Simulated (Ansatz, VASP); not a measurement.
# Si: VASP beside Ansatz

```
Si
1.0
     0.00000   -2.66639   -2.66639
     0.00000    2.66639   -2.66639
     5.33278    0.00000    0.00000
Si
4
Cartesian
  0.0000 0.0000 -2.6664
  2.6664 0.0000 0.0000
  1.3332 -1.3332 -3.9996
  3.9996 -1.3332 -1.3332
```

Alike in both runs: task single point; functional PBE; k mesh 8 × 8 × 6; occupations gaussian, width 0.05 eV; non-collinear spin, spin-orbit coupling.

|  | VASP | Ansatz |
| --- | --- | --- |
| version | VASP 6.6.1 | Ansatz 0.2.0 |
| potentials or method | VASP PAW PBE potentials, release 64 (Si), cutoff 500 eV | scalar-relativistic, plane waves, PAW |
| valence electrons in the cell | 16 | 16 |

|  | VASP | Ansatz | Ansatz less VASP |
| --- | --- | --- | --- |
| pressure (GPa) | 7.9 | 8.0 | +0.08 |
